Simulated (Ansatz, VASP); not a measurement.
## Two plane-wave programs on InSe

```
In Se
1.0
     4.05000   -0.08100    0.00000
    -2.09515    3.54790    0.00000
     0.00000    0.00000   16.93000
In Se
4 4
Direct
  0.66667 0.33333 0.84300
  0.33333 0.66667 0.34300
  0.66667 0.33333 0.65700
  0.33333 0.66667 0.15700
  0.66667 0.33333 0.39800
  0.33333 0.66667 0.89800
  0.66667 0.33333 0.10200
  0.33333 0.66667 0.60200
```

Alike in both runs: task single point; functional PBE; k mesh 7 × 6 × 2; occupations fermi-dirac, width 0.05 eV; no spin polarisation.

|  | VASP | Ansatz |
| --- | --- | --- |
| version | VASP 6.6.1 | Ansatz 0.2.0 |
| potentials or method | VASP PAW PBE potentials, release 64 (In_d, Se) | Ansatz PAW |
| plane-wave cutoff (eV) | 520 | 420 |
| valence electrons in the cell | 76 | 116 |

```tsv
	VASP	Ansatz	Ansatz less VASP
gap on the k mesh at the Fermi level (eV)	none	none	-
pressure (GPa)	7.8	7.7	-0.07
traceless stress, the component that is largest in VASP (GPa)	-5.89	-5.86	+0.026
rms of the force components (eV/Å)	1.468	1.459	-0.0087
```

Atom by atom the forces differ by 0.009 eV/Å (rms over components). A gap of «none» marks a metal or a gap that the smearing closes. VASP's potentials hold 76 valence electrons a cell and Ansatz's 116, so a difference there can come from the potentials and not from the codes.
